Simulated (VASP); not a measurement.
Wanted: the native input for a VASP 6.6.1 run.

```yaml
Task: single point
Functional: LDA
Potentials_or_basis: VASP PAW LDA potentials, release 64 (Si, Ni)
Cutoff: 520 eV
k_mesh: 8 × 8 × 8
Occupations: gaussian, width 0.05 eV
Spin: collinear spin
Starting_moments: "[0.0, 0.0, 0.05] μB"
Dipole_correction: no
Further_INCAR_settings: ALGO = Normal; EDIFF = 1e-07; NBANDS = 20
```

The structure of Si2Ni lies in POSCAR:

```
Si2Ni
1.0
    0.0000000000      2.6353765427      2.6353765427
    2.6353765427      0.0000000000      2.6353765427
    2.6353765427      2.6353765427      0.0000000000
Si Ni
2 1
Direct
    0.2500000000      0.2500000000      0.2500000000
    0.7500000000      0.7500000000      0.7500000000
    0.0000000000      0.0000000000      0.0000000000
```

One way to write it, as run:

INCAR

```
SYSTEM = Si2Ni
PREC     = Accurate       ! precision mode
ENCUT    = 520            ! plane-wave cutoff, eV
EDIFF    = 1E-7           ! SCF threshold, eV
ISMEAR   = 0              ! smearing method
SIGMA    = 0.05           ! smearing width, eV
LREAL    = .FALSE.        ! projectors in reciprocal space
LASPH    = .TRUE.         ! aspherical terms in the spheres
NELM     = 150            ! most SCF steps
ALGO     = Normal         ! electronic algorithm
ISIF     = 2              ! what is computed and relaxed
LWAVE    = .FALSE.        ! write WAVECAR
LCHARG   = .FALSE.        ! write CHGCAR
ISPIN    = 2              ! spin polarisation
MAGMOM   = 0 0 0.05       ! initial moments
LORBIT   = 11             ! projections on sites
LMAXMIX  = 4              ! l up to which the mixer works
GGA      = CA             ! functional
NBANDS   = 20             ! bands
```

KPOINTS

```
Automatic mesh
0
G
  8 8 8
  0 0 0
```

Potentials or basis: VASP PAW LDA potentials, release 64 (Si, Ni).

Launch:

```bash
$ cat potpaw_LDA.64/Si/POTCAR potpaw_LDA.64/Ni/POTCAR > POTCAR
$ mpirun -np 1 vasp_std > vasp.out
```

Results of the run:

```yaml
Pressure: 7.8 GPa
Band_gap_on_the_k_mesh: zero (filled and empty bands overlap)
Net_moment: 0.00 μB per cell
Valence_electrons_inside_the_program's_atomic_spheres: Si 1.64; Ni 10.04
```

Caveat: the cell stands under pressure.

Wall time 43 s on 1 thread of Intel Xeon 8259CL, on a shared host, peak memory 0.16 GiB.
